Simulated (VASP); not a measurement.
A run of VASP 6.6.1 is set up as follows.

The input POSCAR:

```
SiC
1.0
    3.0751950059      0.0000000000     -0.0153759750
   -1.5375975029      2.6631969967      0.0076879875
   -0.0252408343      0.0000000000      5.0481668544
Si C
2 2
Direct
    0.3333333333      0.6666666667      0.0046028828
    0.6666666667      0.3333333333      0.5046028828
    0.3333333333      0.6666666667      0.3803971172
    0.6666666667      0.3333333333      0.8803971172
```

The input INCAR.step1:

```
SYSTEM = SiC
PREC = Accurate ; ENCUT = 520
ISMEAR = 0 ; SIGMA = 0.05
LREAL = .False. ; LASPH = .True.
NELM = 60 ; NBANDS = 16
GGA = PE ; ALGO = Normal
EDIFF = 1E-4 ; LWAVE = .True.
LCHARG = .False.
```

INCAR.step2

```
SYSTEM = SiC
PREC = Accurate ; ENCUT = 520
EDIFF = 1E-6 ; ISMEAR = 0
SIGMA = 0.05 ; LREAL = .False.
LASPH = .True. ; NELM = 60
ALGO = Normal ; ISIF = 2
LWAVE = .False. ; LCHARG = .False.
METAGGA = R2SCAN ; LMIXTAU = .True.
NBANDS = 16 ; ISTART = 1
```

KPOINTS

```
regular mesh
0
Gamma
  12 12 6
  0 0 0
```

Potentials or basis: VASP PAW PBE potentials, release 64 (Si, C).

The run is started by

```console
$ cat potpaw_PBE.64/Si/POTCAR potpaw_PBE.64/C/POTCAR > POTCAR
$ cp INCAR.step1 INCAR
$ mpirun -np 1 vasp_std > vasp.out
$ cp INCAR.step2 INCAR
$ mpirun -np 1 vasp_std > vasp.out
```

Q: Estimate the band gap on the k mesh.

A: 2.65 eV (least direct gap 4.49 eV).

Q: Estimate the pressure.

A: -0.1 GPa.

Q: What does it give for the largest force?

A: 0.055 eV/Å.

Stress tensor (GPa, compression positive):
```
-0.15  0.00  1.77
 0.00 -0.15  0.00
 1.77  0.00 -0.14
```

Caveat: the cell differs from its parent crystal (strain -0.0100 x Voigt [0, 0, 0, 0, 1, 0]); the PAW data sets were made with another functional, which shifts forces and pressure a little. A k mesh can miss the band edges.
